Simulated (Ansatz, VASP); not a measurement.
**NaCl: VASP beside Ansatz**

```
Na Cl
1.0
     0.00000    2.84838    2.84838
     2.84838    0.00000    2.84838
     2.84838    2.84838    0.00000
Na Cl
1 1
Cartesian
  0.0000 0.0000 0.0000
  2.8484 2.8484 2.8484
```

Alike in both runs: functional PBE; k mesh 8 × 8 × 8; occupations gaussian, width 0.02 eV; no spin polarisation.

Ansatz relaxed the structure, and its values are those at the end. VASP's run is a single point on that final structure, the one shown.

```csv
,VASP,Ansatz
version,VASP 6.6.1,Ansatz 0.2.0
potentials or method,"VASP PAW PBE potentials, release 64 (Na_pv, Cl), cutoff 500 eV","scalar-relativistic, all-electron LAPW"
```

|  | VASP | Ansatz | Ansatz less VASP |
| --- | --- | --- | --- |
| gap on the k mesh at the Fermi level (eV) | 4.99 | 4.99 | +0.001 |
| least direct gap on the mesh (eV) | 4.99 | 4.99 | +0.001 |
| pressure (GPa) | -0.1 | 0.0 | +0.06 |

Ansatz ran all-electron here, and VASP with PAW potentials.
